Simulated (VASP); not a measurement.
Crystal: I.

```
I
1.0
    -2.08938    2.08938    2.08938
     2.08938   -2.08938    2.08938
     2.08938    2.08938   -2.08938
I
1
Cartesian
  0.0000 0.0000 0.0000
```

- Program: VASP 6.6.1
- Task: relaxation of cell and atoms
- Functional: PBEsol
- Dispersion: D3(BJ)
- Potentials or basis: VASP PAW PBE potentials, release 64 (I)
- Cutoff: 600 eV
- k mesh: 9 × 9 × 9
- Occupations: fermi-dirac, width 0.05 eV
- Spin: no spin polarisation

At the start: pressure -4.0 GPa; volume 36.48 Å³/atom.

Q: Where does the relaxation end?

A: Over 5 steps the energy falls by 77.2 meV/atom and the volume is 31.19 Å³/atom (-14.5 %); space group Im-3m (No. 229, to 0.1 Å) before and after.

The path:
| step | energy change (eV) | largest force (eV/Å) | pressure (GPa) | volume (Å³) |
| --- | --- | --- | --- | --- |
| 1 | 0.0000 | 0.0000 | -3.97 | 36.48 |
| 2 | -0.0753 | 0.0000 | -0.82 | 31.91 |
| 3 | -0.0772 | 0.0000 | -0.08 | 31.22 |
| 4 | -0.0772 | 0.0000 | 0.08 | 31.12 |
| 5 | -0.0772 | 0.0000 | 0.00 | 31.19 |

Final structure:
```yaml
crystal:
  lattice:
    - [-1.98309, 1.98309, 1.98309]
    - [1.98309, -1.98309, 1.98309]
    - [1.98309, 1.98309, -1.98309]
  atoms:
    - { symbol: I, position: [0.00000, 0.00000, 0.00000] }
```

Caveat: the PAW data sets were made with another functional, which shifts forces and pressure a little; an odd number of electrons without spin polarisation forces a metal; a magnetic or distorted state may lie lower.
